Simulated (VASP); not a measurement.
A run of VASP 6.6.1 is set up as follows.

POSCAR

```
Rh
1.0
    0.2385902748      2.0280173355      2.0280173355
    2.0280173355      0.2385902748      2.0280173355
    2.0280173355      2.0280173355      0.2385902748
Rh
1
Direct
    0.0000000000      0.0000000000      0.0000000000
```

Contents of INCAR.step1:

```
SYSTEM = Rh
  ALGO = Normal
  EDIFF = 1E-4
  ENCUT = 520
  GGA = PE
  ISMEAR = 0
  LASPH = .TRUE.
  LCHARG = .FALSE.
  LREAL = .FALSE.
  LWAVE = .TRUE.
  NBANDS = 14
  NELM = 100
  PREC = Accurate
  SIGMA = 0.15
```

The input INCAR.step2:

```
SYSTEM = Rh
  ALGO = Normal
  EDIFF = 1E-6
  ENCUT = 520
  ISIF = 2
  ISMEAR = 0
  ISTART = 1
  LASPH = .TRUE.
  LCHARG = .FALSE.
  LMIXTAU = .TRUE.
  LREAL = .FALSE.
  LWAVE = .FALSE.
  METAGGA = R2SCAN
  NBANDS = 14
  NELM = 100
  PREC = Accurate
  SIGMA = 0.15
```

Contents of KPOINTS:

```
k-points
0
G
  8 8 8
  0 0 0
```

Potentials or basis: VASP PAW PBE potentials, release 64 (Rh_pv).

Command:

```sh
$ cat potpaw_PBE.64/Rh_pv/POTCAR > POTCAR
$ cp INCAR.step1 INCAR
$ mpirun -np 1 vasp_std > vasp.out
$ cp INCAR.step2 INCAR
$ mpirun -np 1 vasp_std > vasp.out
```

Question: Estimate the pressure.

Answer: 13.9 GPa.

Stress tensor (GPa, compression positive):
```
 13.86 -21.17 -21.17
-21.17  13.86 -21.17
-21.17 -21.17  13.86
```

Caveat: the k points lie up to 0.37 Å⁻¹ apart; the PAW data sets were made with another functional, which shifts forces and pressure a little.
